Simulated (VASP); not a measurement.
# Ir (Pm-3m) in VASP: a series of runs

The runs below take Ir through single point, relaxation of cell and atoms, with LDA, r2SCAN.

Program: VASP 6.6.1. These are calculated values, not measurements. Logs are shortened: lines on timing, memory, paths and dates and some standing lists are left out, and cuts for length are marked.

**1. The cell of the first run**

The structure is cubic, space group Pm-3m (No. 221). Conventional cell: a = 2.527 Å, b = 2.527 Å, c = 2.527 Å, α = 90.00°, β = 90.00°, γ = 90.00°. Within 3.3 Å of Ir (site symmetry m-3m) lie 6 Ir at 2.53 Å.

**2. Single point, LDA**

INCAR

```
  PREC = Accurate
  ENCUT = 520
  EDIFF = 1E-6
  ISMEAR = -1
  SIGMA = 0.1
  LREAL = F
  LASPH = T
  NELM = 60
  ALGO = Normal
  ISIF = 2
  LWAVE = F
  LCHARG = T
  LELF = T
  LVHAR = T
  NBANDS = 10
```

KPOINTS

```
regular mesh
0
Gamma
  15 15 15
```

POSCAR

```
Ir
1.0
    2.5268085999      0.0000000000      0.0000000000
    0.0000000000      2.5268085999      0.0000000000
    0.0000000000      0.0000000000      2.5268085999
Ir
1
Direct
    0.0000000000      0.0000000000      0.0000000000
```

Potentials or basis: VASP PAW LDA potentials, release 64 (Ir).

Command:

```
$ cat potpaw_LDA.64/Ir/POTCAR > POTCAR
$ mpirun -np 1 vasp_std > vasp.out
```

OUTCAR:

```text
PREC = Accurate
   ENCUT = 520
   EDIFF = 1E-6
   ISMEAR = -1
   LREAL = F
   LASPH = T
   NELM = 60
   ISIF = 2

 ion  position               nearest neighbor table
   1  0.000  0.000  0.000-

  LATTYP: Found a simple cubic cell.
 ALAT       =     2.5268085999

  Lattice vectors:

 A1 = (   2.5268085999,   0.0000000000,   0.0000000000)
 A2 = (   0.0000000000,   2.5268085999,   0.0000000000)
 A3 = (   0.0000000000,   0.0000000000,   2.5268085999)

Analysis of symmetry for initial positions (statically):
=====================================================================
 Subroutine PRICEL returns:
 Original cell was already a primitive cell.

 Routine SETGRP: Setting up the symmetry group for a
 simple cubic supercell.

 Subroutine GETGRP returns: Found 48 space group operations
 (whereof 48 operations were pure point group operations)
 out of a pool of 48 trial point group operations.

The static configuration has the point symmetry O_h .

Analysis of symmetry for dynamics (positions and initial velocities):
=====================================================================
 Subroutine PRICEL returns:
 Original cell was already a primitive cell.

 Routine SETGRP: Setting up the symmetry group for a
 simple cubic supercell.

 Subroutine GETGRP returns: Found 48 space group operations
 (whereof 48 operations were pure point group operations)
 out of a pool of 48 trial point group operations.

The dynamic configuration has the point symmetry O_h .

 Subroutine INISYM returns: Found 48 space group operations
 (whereof 48 operations are pure point group operations),
 and found     1 'primitive' translations

----------------------------------------------------------------------------------------

                                     Primitive cell

  volume of cell :      16.1331

  direct lattice vectors                    reciprocal lattice vectors
     2.526808600  0.000000000  0.000000000     0.395756133  0.000000000  0.000000000
     0.000000000  2.526808600  0.000000000     0.000000000  0.395756133  0.000000000
     0.000000000  0.000000000  2.526808600     0.000000000  0.000000000  0.395756133

  length of vectors
     2.526808600  2.526808600  2.526808600     0.395756133  0.395756133  0.395756133

  position of ions in fractional coordinates (direct lattice)
     0.000000000  0.000000000  0.000000000

  ion indices of the primitive-cell ions
   primitive index   ion index
                 1           1

----------------------------------------------------------------------------------------

 KPOINTS: regular mesh

Automatic generation of k-mesh.
 Grid dimensions read from file:
 generate k-points for:   15   15   15

 Generating k-lattice:

  Cartesian coordinates                     Fractional coordinates (reciprocal lattice)
     0.026383742  0.000000000  0.000000000     0.066666667  0.000000000  0.000000000
     0.000000000  0.026383742  0.000000000     0.000000000  0.066666667  0.000000000
     0.000000000  0.000000000  0.026383742     0.000000000  0.000000000  0.066666667

  Length of vectors
     0.026383742  0.026383742  0.026383742

  Shift w.r.t. Gamma in fractional coordinates (k-lattice)
     0.000000000  0.000000000  0.000000000

 Subroutine IBZKPT returns following result:
 ===========================================

 Found    120 irreducible k-points:

 Following reciprocal coordinates:
            Coordinates               Weight
  0.000000  0.000000  0.000000      1.000000
  0.066667  0.000000  0.000000      6.000000
  0.133333  0.000000  0.000000      6.000000
  0.200000  0.000000  0.000000      6.000000
  0.266667  0.000000  0.000000      6.000000
  0.333333  0.000000  0.000000      6.000000
[... 16 lines left out ...]
  0.266667  0.200000  0.000000     24.000000
  0.333333  0.200000  0.000000     24.000000
 [... further k-points ...]
   k-points           NKPTS =    120   k-points in BZ     NKDIM =    120   number of bands    NBANDS=     10
   number of dos      NEDOS =    301   number of ions     NIONS =      1
   total plane-waves  NPLWV =   8000
   dimension x,y,z NGX =    20 NGY =   20 NGZ =   20
   dimension x,y,z NGXF=    40 NGYF=   40 NGZF=   40
   ions per type =               1
   NGX,Y,Z   is equivalent  to a cutoff of  13.16, 13.16, 13.16 a.u.
   NGXF,Y,Z  is equivalent  to a cutoff of  26.32, 26.32, 26.32 a.u.
 SYSTEM =  unknown system
   PREC   = accura    normal or accurate (medium, high low for compatibility)
   ISTART =      0    job   : 0-new  1-cont  2-samecut
   ICHARG =      2    charge: 1-file 2-atom 10-const
   ISPIN  =      1    spin polarized calculation?
   LNONCOLLINEAR =      F non collinear calculations
   LSORBIT =      F    spin-orbit coupling
   LASPH  =      T    aspherical Exc in radial PAW
   ENCUT  =  520.0 eV  38.22 Ry    6.18 a.u.   4.70  4.70  4.70*2*pi/ulx,y,z
   NELM   =     60;   NELMIN=  2; NELMDL= -5     # of ELM steps
   EDIFF  = 0.1E-05   stopping-criterion for ELM
   LREAL  =      F    real-space projection
   EDIFFG = 0.1E-04   stopping-criterion for IOM
   NSW    =      0    number of steps for IOM
   IBRION =     -1    ionic relax: 0-MD 1-quasi-New 2-CG
   NFREE  =      0    steps in history (QN), initial steepest desc. (CG)
   ISIF   =      2    stress and relaxation
   ISYM   =      2    0-nonsym 1-usesym 2-fastsym
   POTIM  = 0.5000    time-step for ionic-motion
   TEBEG  =    0.0;   TEEND  =   0.0 temperature during run
   PSTRESS=    0.0 pullay stress
   NELECT =       9.0000    total number of electrons
   NUPDOWN=      -1.0000    fix difference up-down
   EMIN   =  10.00;   EMAX   =-10.00  energy-range for DOS
   EFERMI =   0.00;   METHOD = LEGACY
   ISMEAR =    -1;   SIGMA  =   0.10  broadening in eV -4-tet -1-fermi 0-gaus
   EFERMI_NEDOS =   21; number of points for ismear=-14 and -15
   IALGO  =     38    algorithm
   IMIX   =      4    mixing-type and parameters
     AMIX     =   0.40;   BMIX     =  1.00
     AMIX_MAG =   1.60;   BMIX_MAG =  1.00
  volume/ion in A,a.u.               =      16.13       108.87
  Fermi-wavevector in a.u.,A,eV,Ry     =   1.347669  2.546726 24.711070  1.816212
  Thomas-Fermi vector in A             =   2.475401
   LORBIT       =      0    0 simple, 1 ext, 2 COOP (PROOUT), +10 PAW based schemes
   GGA     = CA    functional components
   LHFCALC =     F    Hartree Fock is set to
   AEXX    =    0.0000 exact exchange contribution
   IVDW    =     0    specifies the selected vdW correction
   LEPSILON=     F    determine dielectric tensor
   LRPA    =     F    only Hartree local field effects (RPA)
 non-spin polarized calculation
  energy-cutoff  :      520.00
  volume of cell :       16.13
 maximum number of plane-waves:       461
 NGX is ok and might be reduce to    20
   NGX =  9   NGY =  9   NGZ =  9

 number of electron       9.0000001 magnetization

 Free energy of the ion-electron system (eV)
  ---------------------------------------------------
  ext. energy  EPLUGINS =         0.00000000
  ---------------------------------------------------
  free energy    TOTEN  =        -9.26291542 eV

  energy without entropy =       -9.21606452  energy(sigma->0) =       -9.23948997

 E-fermi :   8.0636     XC(G=0): -13.2326

 val. band max:        8.0391207491   @ k =   0.2667   0.2667   0.0000
 cond. band min:       8.0639701732   @ k =   0.2000   0.0667   0.0000
 fundamental gap:      0.0248494242
 Fermi energy:         8.0636433498

 k-point     1 :       0.0000    0.0000    0.0000
  band No.  band energies     occupation
      1      -1.5002      2.00000
      2       1.6415      2.00000
      3       1.6415      2.00000
      4       9.4708      0.00000
      5       9.4708      0.00000
      6       9.4708      0.00000
      7      23.9402      0.00000
      8      23.9402      0.00000
      9      23.9402      0.00000
     10      30.2134      0.00000

 k-point     2 :       0.0667    0.0000    0.0000
  band No.  band energies     occupation
      1      -1.3556      2.00000
      2       1.6723      2.00000
      3       1.7859      2.00000
      4       9.3026      0.00001
      5       9.3026      0.00001
      6       9.4836      0.00000
      7      23.0258      0.00000
      8      24.2167      0.00000
      9      24.2167      0.00000
     10      30.8293      0.00000

 k-point     3 :       0.1333    0.0000    0.0000
  band No.  band energies     occupation
      1      -0.9568      2.00000
      2       1.7605      2.00000
      3       2.2294      2.00000
      4       8.8546      0.00073
      5       8.8546      0.00073
      6       9.5199      0.00000
      7      21.1770      0.00000
      8      24.9802      0.00000
      9      24.9802      0.00000
     10      30.2062      0.00000

 k-point     4 :       0.2000    0.0000    0.0000
  band No.  band energies     occupation
      1      -0.3963      2.00000
      2       1.8936      2.00000
      3       2.9858      2.00000
      4       8.2551      0.25693
      5       8.2551      0.25693
      6       9.5737      0.00000
      7      19.2202      0.00000
      8      26.0768      0.00000
      9      26.0768      0.00000
     10      28.4633      0.00000
[... 222 lines left out ...]
 k-point    22 :       0.2000    0.2000    0.0000
  band No.  band energies     occupation
      1       0.6737      2.00000
      2       2.7647      2.00000
      3       3.6496      2.00000
      4       6.9899      1.99996
      5       8.2678      0.22984
      6       8.5445      0.01619
      7      20.8641      0.00000
      8      21.0290      0.00000
      9      28.3100      0.00000
     10      28.5802      0.00000

 k-point    23 :       0.2667    0.2000    0.0000
  band No.  band energies     occupation
      1       1.1967      2.00000
      2       3.0507      2.00000
      3       4.3796      2.00000
      4       6.6563      2.00000
      5       7.7775      1.89180
      6       8.5226      0.02011
      7      18.9844      0.00000
      8      21.9417      0.00000
      9      27.8761      0.00000
     10      29.6290      0.00000

 k-point    24 :       0.3333    0.2000    0.0000
  band No.  band energies     occupation
      1       1.6636      2.00000
      2       3.2417      2.00000
      3       4.6469      2.00000
      4       7.2554      1.99938
      5       7.2658      1.99931
      6       8.5939      0.00990
      7      17.2142      0.00000
      8      22.9608      0.00000
      9      27.0583      0.00000
     10      30.9785      0.00000

 [... further k-points ...]
[... 5 lines left out ...]
  --------------------------------------------------------------------------------------
  -------------------------------------------------------------------------------------
  Total        0.1483147      0.1483147      0.1483147      0.0000000      0.0000000      0.0000000
  in kB       14.7291537     14.7291537     14.7291537      0.0000000      0.0000000      0.0000000
  external PRESSURE =      14.7291537 kB  Pullay stress =       0.0000000 kB

 VOLUME and BASIS-vectors are now :
 -----------------------------------------------------------------------------
  energy-cutoff  :      520.00
  volume of cell :       16.13
      direct lattice vectors                 reciprocal lattice vectors
     2.526808600  0.000000000  0.000000000     0.395756133  0.000000000  0.000000000
     0.000000000  2.526808600  0.000000000     0.000000000  0.395756133  0.000000000
     0.000000000  0.000000000  2.526808600     0.000000000  0.000000000  0.395756133

 POSITION                                       TOTAL-FORCE (eV/Angst)
 -----------------------------------------------------------------------------------
      0.00000      0.00000      0.00000         0.000000      0.000000      0.000000
 -----------------------------------------------------------------------------------
    total drift:                               -0.000000      0.000000     -0.000000

  FREE ENERGIE OF THE ION-ELECTRON SYSTEM (eV)
  ---------------------------------------------------
  free  energy   TOTEN  =        -9.2629154234 eV

  energy  without entropy=       -9.2160645192  energy(sigma->0) =       -9.23948997
```

Run time: 27 s. Hardware: 1 thread of AMD EPYC 7R13, shared host; peak memory 0.1 GiB.

What came out:

```
Free energy : -9.2629 eV
Pressure    : 1.5 GPa
```

Caveat: spin-orbit coupling is left out, which moves the levels of the heavy elements.

**3. Single point, r2SCAN**

This run uses another cell than the first one, of 12.26 Å³/atom, 0.760 times its volume.

POSCAR

```
Ir
1.0
    2.3059163239      0.0000000000      0.0000000000
    0.0000000000      2.3059163239      0.0000000000
    0.0000000000      0.0000000000      2.3059163239
Ir
1
Direct
    0.0000000000      0.0000000000      0.0000000000
```

INCAR.step1

```
ALGO     = Normal         # electronic algorithm
EDIFF    = 1E-4           # SCF threshold, eV
ENCUT    = 520            # plane-wave cutoff, eV
GGA      = PE             # functional
ISMEAR   = -1             # smearing method
LASPH    = T              # aspherical terms in the spheres
LCHARG   = F              # write CHGCAR
LREAL    = F              # projectors in reciprocal space
LWAVE    = T              # write WAVECAR
NBANDS   = 10             # bands
NELM     = 60             # most SCF steps
PREC     = Accurate       # precision mode
SIGMA    = 0.1            # smearing width, eV
```

INCAR.step2

```
ALGO     = Normal         # electronic algorithm
EDIFF    = 1E-7           # SCF threshold, eV
ENCUT    = 520            # plane-wave cutoff, eV
ISIF     = 2              # what is computed and relaxed
ISMEAR   = -1             # smearing method
ISTART   = 1            
LASPH    = T              # aspherical terms in the spheres
LCHARG   = F              # write CHGCAR
LMIXTAU  = T            
LREAL    = F              # projectors in reciprocal space
LWAVE    = F              # write WAVECAR
METAGGA  = R2SCAN         # meta-GGA
NBANDS   = 10             # bands
NELM     = 60             # most SCF steps
PREC     = Accurate       # precision mode
SIGMA    = 0.1            # smearing width, eV
```

KPOINTS

```
k-points
0
Gamma
  15 15 15
```

Potentials or basis: VASP PAW PBE potentials, release 64 (Ir).

Command:

```
$ cat potpaw_PBE.64/Ir/POTCAR > POTCAR
$ cp INCAR.step1 INCAR
$ mpirun -np 1 vasp_std > vasp.out
$ cp INCAR.step2 INCAR
$ mpirun -np 1 vasp_std > vasp.out
```

It took 1.9 min on 1 thread of AMD EPYC 7R13, shared host; peak memory 0.1 GiB.

It converged, with:

```yaml
Free_energy: -49.5672 eV
Pressure: 172.9 GPa
```

Levels at points of the mesh, in eV from the Fermi level:
```
           k point  band 2  band 3  band 4  band 5  band 6  band 7  band 8  band 9
(0.00, 0.00, 0.00)   -9.73   -9.73    2.27    2.27    2.27   18.70   18.70   18.70
```

Caveat: the PAW data sets were made with another functional, which shifts forces and pressure a little; spin-orbit coupling is left out, which moves the levels of the heavy elements.

**4. Relaxation of cell and atoms, LDA**

This run uses another cell than the first one, of 14.95 Å³/atom, 0.927 times its volume.

INCAR

```
SYSTEM = Ir
ALGO     = Normal         ! electronic algorithm
EDIFF    = 1E-7           ! SCF threshold, eV
EDIFFG   = -0.005         ! ionic threshold
ENCUT    = 600            ! plane-wave cutoff, eV
GGA      = CA             ! functional
IBRION   = 2              ! ionic algorithm
ISIF     = 3              ! what is computed and relaxed
ISMEAR   = -1             ! smearing method
LASPH    = .True.         ! aspherical terms in the spheres
LCHARG   = .False.        ! write CHGCAR
LREAL    = .False.        ! projectors in reciprocal space
LWAVE    = .False.        ! write WAVECAR
NELM     = 80             ! most SCF steps
NSW      = 60             ! ionic steps
PREC     = Accurate       ! precision mode
SIGMA    = 0.1            ! smearing width, eV
```

KPOINTS

```
k-points
0
Gamma
  15 15 15
  0 0 0
```

POSCAR

```
Ir
1.0
    2.4636115898      0.0000000000      0.0000000000
    0.0000000000      2.4636115898      0.0000000000
    0.0000000000      0.0000000000      2.4636115898
Ir
1
Direct
    0.0000000000      0.0000000000      0.0000000000
```

Potentials or basis: VASP PAW LDA potentials, release 64 (Ir).

Command:

```
$ cat potpaw_LDA.64/Ir/POTCAR > POTCAR
$ mpirun -np 1 vasp_std > vasp.out
```

Run time: 2.2 min. Hardware: 1 thread of AMD EPYC 7R13, shared host; peak memory 0.11 GiB.

The run converged. Its results:

- Free energy: -9.2634 eV
- Relaxed volume: 16.22 Å³/atom
- Relaxed cell: a = 2.531 Å, b = 2.531 Å, c = 2.531 Å, α = 90.00°, β = 90.00°, γ = 90.00°
- Space group after relaxing (to 0.05 Å): Pm-3m (No. 221)
- Energy gained by relaxing: 104.1 meV/atom
- Ionic steps: 19
- Pressure after relaxing: 0.0 GPa

The path:
| step | energy change (eV) | largest force (eV/Å) | pressure (GPa) | volume (Å³) |
| --- | --- | --- | --- | --- |
| 1 | 0.0000 | 0.0000 | 28.54 | 14.95 |
| 2 | 0.7676 | 0.0000 | -39.58 | 21.49 |
| 3 | -0.1025 | 0.0000 | -2.98 | 16.39 |
| 4 | -0.1041 | 0.0000 | -0.38 | 16.24 |
| 5 | -0.1041 | 0.0000 | 0.09 | 16.21 |
| 6 | -0.1041 | 0.0000 | 0.09 | 16.21 |
| 7 | -0.1041 | 0.0000 | 0.09 | 16.21 |
| 8 | -0.1041 | 0.0000 | 0.09 | 16.21 |
| 9 | -0.1041 | 0.0000 | 0.09 | 16.21 |
| 10 | -0.1041 | 0.0000 | 0.09 | 16.21 |
| 11 | -0.1041 | 0.0000 | 0.09 | 16.21 |
| 12 | -0.1041 | 0.0000 | 0.09 | 16.21 |
| 13 | -0.1041 | 0.0000 | 0.09 | 16.21 |
| 14 | -0.1041 | 0.0000 | 0.09 | 16.21 |
| 15 | -0.1041 | 0.0000 | 0.09 | 16.21 |
| 16 | -0.1041 | 0.0000 | 0.08 | 16.21 |
| 17 | -0.1041 | 0.0000 | 0.08 | 16.21 |
| 18 | -0.1041 | 0.0000 | 0.06 | 16.21 |
| 19 | -0.1041 | 0.0000 | 0.03 | 16.22 |

Final structure:
```cif
data_structure
_symmetry_space_group_name_H-M 'P 1'
_symmetry_Int_Tables_number 1
_cell_length_a 2.5311
_cell_length_b 2.5311
_cell_length_c 2.5311
_cell_angle_alpha 90.000
_cell_angle_beta 90.000
_cell_angle_gamma 90.000
_cell_volume 16.22
loop_
_atom_site_label
_atom_site_type_symbol
_atom_site_fract_x
_atom_site_fract_y
_atom_site_fract_z
_atom_site_occupancy
Ir1 Ir 0.00000 0.00000 0.00000 1
```

Levels at points of the mesh, in eV from the Fermi level:
| k point | band 1 | band 2 | band 3 | band 4 | band 5 | band 6 | band 7 | band 8 |
| --- | --- | --- | --- | --- | --- | --- | --- | --- |
| (0.00, 0.00, 0.00) | -9.52 | -6.38 | -6.38 | 1.39 | 1.39 | 1.39 | 15.84 | 15.84 |

Caveat: spin-orbit coupling is left out, which moves the levels of the heavy elements.

(Part 1 of 2 ends here.)
